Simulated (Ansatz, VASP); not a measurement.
# Sb2As in VASP and in Ansatz

```
CELL_PARAMETERS angstrom
0.00000 4.32994 4.32994
4.32994 0.00000 4.32994
4.32994 4.32994 0.00000
ATOMIC_POSITIONS crystal
Sb 0.62500 0.62500 0.62500
Sb 0.12500 0.62500 0.62500
Sb 0.62500 0.62500 0.12500
Sb 0.62500 0.12500 0.62500
As 0.00000 0.00000 0.00000
As 0.25000 0.25000 0.25000
```

Alike in both runs: functional PBE; k mesh 8 × 8 × 8; occupations gaussian, width 0.1 eV; no spin polarisation.

Ansatz relaxed the structure, and its values are those at the end. VASP's run is a single point on that final structure, the one shown.

|  | VASP | Ansatz |
| --- | --- | --- |
| version | VASP 6.6.1 | Ansatz 0.2.0 |
| potentials or method | VASP PAW PBE potentials, release 64 (Sb, As), cutoff 520 eV | scalar-relativistic, plane waves, PAW |
| valence electrons in the cell | 30 | 90 |

Ansatz gave:

| Item | Value |
| --- | --- |
| gap on the k mesh at the Fermi level (eV) | none |
| pressure (GPa) | 0.0 |

Question: Estimate VASP's values.

Answer: gap on the k mesh at the Fermi level (eV): none; pressure (GPa): -0.1.

A gap of «none» marks a metal or a gap that the smearing closes. VASP's potentials hold 30 valence electrons a cell and Ansatz's 90, so a difference there can come from the potentials and not from the codes.

Spin-orbit coupling is off throughout.
